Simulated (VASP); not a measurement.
Here is a VASP 6.6.1 calculation.

The input INCAR:

```
SYSTEM = Al
PREC = Accurate
ENCUT = 520
EDIFF = 1E-6
ISMEAR = 0
SIGMA = 0.1
LREAL = .False.
LASPH = .True.
NELM = 80
ALGO = Normal
ISIF = 2
LWAVE = .False.
LCHARG = .False.
GGA = PE
NBANDS = 8
```

KPOINTS

```
regular mesh
0
Gamma
  18 18 18
  0 0 0
```

POSCAR

```
Al
1.0
   -1.5644066551      1.5644066551      1.5644066551
    1.5644066551     -1.5644066551      1.5644066551
    1.5644066551      1.5644066551     -1.5644066551
Al
1
Direct
    0.0000000000      0.0000000000      0.0000000000
```

Potentials or basis: VASP PAW PBE potentials, release 64 (Al).

Launch:

```sh
$ cat potpaw_PBE.64/Al/POTCAR > POTCAR
$ mpirun -np 1 vasp_std > vasp.out
```

Problem. Predict the pressure.

Solution. 8.6 GPa.

Problem. What does it give for the band gap on the k mesh?

Solution. Zero (an odd number of electrons rules out a gap without spin polarisation).

Caveat: the cell differs from its parent crystal (strained); the cell stands under pressure.
